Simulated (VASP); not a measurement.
# Mg2O (I4_1/amd) in VASP: a series of runs, part 2 of 2

VASP 6.6.1. Earlier steps stand in the parts before.

### 3 Single point, PBE

This run uses another cell than the first one, of 15.62 Å³/atom, 1.117 times its volume.

INCAR

```
SYSTEM = Mg2O
ALGO     = Normal         ! electronic algorithm
EDIFF    = 1E-6           ! SCF threshold, eV
ENCUT    = 520            ! plane-wave cutoff, eV
GGA      = PE             ! functional
ISIF     = 2              ! what is computed and relaxed
ISMEAR   = 0              ! smearing method
LASPH    = .TRUE.         ! aspherical terms in the spheres
LCHARG   = .FALSE.        ! write CHGCAR
LREAL    = .FALSE.        ! projectors in reciprocal space
LWAVE    = .FALSE.        ! write WAVECAR
NBANDS   = 19             ! bands
NELM     = 100            ! most SCF steps
PREC     = Accurate       ! precision mode
SIGMA    = 0.1            ! smearing width, eV
```

KPOINTS

```
k-points
0
G
  6 6 6
  0 0 0
```

POSCAR

```
Mg2O
1.0
   -2.1045572273      2.1045572273      5.2900283913
    2.1045572273     -2.1045572273      5.2900283913
    2.1045572273      2.1045572273     -5.2900283913
Mg O
4 2
Direct
    0.2066000000      0.2066000000      0.0000000000
    0.9566000000      0.4566000000      0.5000000000
    0.5434000000      0.0434000000      0.5000000000
    0.7934000000      0.7934000000      0.0000000000
    0.0000000000      0.0000000000      0.0000000000
    0.7500000000      0.2500000000      0.5000000000
```

Potentials or basis: VASP PAW PBE potentials, release 64 (Mg, O).

Run with:

```bash
cat potpaw_PBE.64/Mg/POTCAR potpaw_PBE.64/O/POTCAR > POTCAR
mpirun -np 1 vasp_std > vasp.out
```

OUTCAR:

```text
SYSTEM = Mg2O
   EDIFF = 1E-6
   ENCUT = 520
   GGA = PE
   ISIF = 2
   ISMEAR = 0
   LASPH = .TRUE.
   LREAL = .FALSE.
   NELM = 100
   PREC = Accurate

 ion  position               nearest neighbor table
   1  0.207  0.207  0.000-   6 2.15   6 2.15   5 2.19   3 2.72   3 2.72   4 3.11   4 3.11   4 3.11
                             4 3.11   2 3.38   2 3.38   2 3.38   2 3.38
   2  0.957  0.457  0.500-   5 2.15   5 2.15   6 2.19   4 2.72   4 2.72   3 3.11   3 3.11   3 3.11
                             3 3.11   1 3.38   1 3.38   1 3.38   1 3.38
   3  0.543  0.043  0.500-   5 2.15   5 2.15   6 2.19   1 2.72   1 2.72   2 3.11   2 3.11   2 3.11
[... 744 lines left out ...]
  Total       -0.1816197     -0.1816197     -2.8159905      0.0000000      0.0000000     -0.0000000
  in kB       -3.1048028     -3.1048028    -48.1395794      0.0000000      0.0000000     -0.0000000
  external PRESSURE =     -18.1163950 kB  Pullay stress =       0.0000000 kB

 VOLUME and BASIS-vectors are now :
 -----------------------------------------------------------------------------
  energy-cutoff  :      520.00
  volume of cell :       93.72
      direct lattice vectors                 reciprocal lattice vectors
    -2.104557227  2.104557227  5.290028391     0.000000000  0.237579665  0.094517451
     2.104557227 -2.104557227  5.290028391     0.237579665  0.000000000  0.094517451
     2.104557227  2.104557227 -5.290028391     0.237579665  0.237579665  0.000000000

 POSITION                                       TOTAL-FORCE (eV/Angst)
 -----------------------------------------------------------------------------------
      0.00000      0.00000      2.18584        -0.000000      0.000000      1.067585
      0.00000      2.10456      4.83085         0.000000     -0.000000      1.067585
      0.00000      2.10456      0.45917         0.000000     -0.000000     -1.067585
      0.00000      0.00000      8.39422        -0.000000      0.000000     -1.067585
      0.00000      0.00000      0.00000        -0.000000     -0.000000     -0.000000
      0.00000      2.10456      2.64501        -0.000000     -0.000000     -0.000000
 -----------------------------------------------------------------------------------
    total drift:                               -0.000000     -0.000000      0.000000

  FREE ENERGIE OF THE ION-ELECTRON SYSTEM (eV)
  ---------------------------------------------------
  free  energy   TOTEN  =       -24.0480448298 eV

  energy  without entropy=      -24.0420874082  energy(sigma->0) =      -24.04506612
```

OSZICAR:

```text
N       E                     dE             d eps       ncg     rms          rms(c)
DAV:   1     0.726231190638E+02    0.72623E+02   -0.80223E+03  1140   0.873E+02
DAV:   2    -0.195006320979E+02   -0.92124E+02   -0.87349E+02  1426   0.167E+02
DAV:   3    -0.281601948631E+02   -0.86596E+01   -0.85982E+01  1402   0.521E+01
DAV:   4    -0.282182395360E+02   -0.58045E-01   -0.58028E-01  1345   0.493E+00
DAV:   5    -0.282185634798E+02   -0.32394E-03   -0.32393E-03  1343   0.373E-01    0.115E+01
DAV:   6    -0.242296770114E+02    0.39889E+01   -0.17334E+01  1252   0.270E+01    0.464E+00
DAV:   7    -0.241024042830E+02    0.12727E+00   -0.88903E-01  1176   0.637E+00    0.226E+00
DAV:   8    -0.240599830135E+02    0.42421E-01   -0.27510E-01  1239   0.433E+00    0.974E-01
DAV:   9    -0.240512629795E+02    0.87200E-02   -0.96119E-03  1382   0.762E-01    0.534E-01
DAV:  10    -0.240480244494E+02    0.32385E-02   -0.13165E-02  1257   0.739E-01    0.198E-02
DAV:  11    -0.240480439131E+02   -0.19464E-04   -0.76962E-05  1295   0.591E-02    0.946E-03
DAV:  12    -0.240480452876E+02   -0.13744E-05   -0.13933E-06  1141   0.961E-03    0.528E-03
DAV:  13    -0.240480448298E+02    0.45782E-06   -0.93471E-07   702   0.754E-03
   1 F= -.24048045E+02 E0= -.24045066E+02  d E =-.595742E-02
```

stdout:

```text
POSCAR found type information on POSCAR MgO
 POSCAR found :  2 types and       6 ions
 scaLAPACK will be used
 LDA part: xc-table for (Slater+PW92), standard interpolation
 POSCAR, INCAR and KPOINTS ok, starting setup
 FFT: planning ... GRIDC
 FFT: planning ... GRID_SOFT
 FFT: planning ... GRID
 WAVECAR not read
 entering main loop
```

It took 79 s on 1 thread of Intel Xeon Platinum 8488C (Sapphire Rapids), shared host; peak memory 0.32 GiB.

What came out:

| Quantity | Value |
| --- | --- |
| Free energy | -24.0480 eV |
| Pressure | -1.8 GPa |
| Largest force | 1.068 eV/Å |
| Band gap on the k mesh | zero (band 10 reaches 4.68 eV, above the bottom of band 11 at 3.89 eV) |

Forces in eV/Å, atoms in the order of the input:
```
Mg   0.000  0.000  1.068
Mg   0.000  0.000  1.068
Mg   0.000  0.000 -1.068
Mg   0.000  0.000 -1.068
O    0.000  0.000  0.000
O    0.000  0.000  0.000
```

Caveat: forces of over 1 eV/Å act on the atoms, so gaps and moduli don't describe the material at rest.
